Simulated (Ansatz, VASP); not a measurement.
# Zr2AlN3: VASP beside Ansatz

```
Zr Al N
1.0
     3.38054    0.00000    0.00000
    -1.69027    2.92764    0.00000
     0.00000    0.00000   16.22726
Zr Al N
4 2 6
Direct
  0.33333 0.66667 0.00000
  0.33333 0.66667 0.33333
  0.66667 0.33333 0.50000
  0.66667 0.33333 0.83333
  0.33333 0.66667 0.66667
  0.66667 0.33333 0.16667
  0.33333 0.66667 0.12667
  0.33333 0.66667 0.46000
  0.33333 0.66667 0.79333
  0.66667 0.33333 0.29333
  0.66667 0.33333 0.62667
  0.66667 0.33333 0.96000
```

Alike in both runs: task relaxation of cell and atoms; functional PBE; k mesh 6 × 6 × 1; occupations gaussian, width 0.1 eV; no spin polarisation.

|  | VASP | Ansatz |
| --- | --- | --- |
| version | VASP 6.6.1 | Ansatz 0.2.0 |
| potentials or method | VASP PAW PBE potentials, release 64 (Zr_sv, Al, N), cutoff 600 eV | scalar-relativistic, plane waves, PAW |
| valence electrons in the cell | 84 | 84 |

Ansatz gave:

```
gap on the k mesh at the Fermi level, each at its own relaxed structure (eV) : none
relaxed volume (Å³/atom)                                                     : 13.90
relaxed cell length with the largest relative difference (Å)                 : 16.639
```

Problem. Which values does VASP return?

Solution. gap on the k mesh at the Fermi level, each at its own relaxed structure (eV): none; relaxed volume (Å³/atom): 13.89; relaxed cell length with the largest relative difference (Å): 16.650.

A gap of «none» marks a metal or a gap that the smearing closes.

The k mesh is coarse, so the values compare programs but aren't converged.
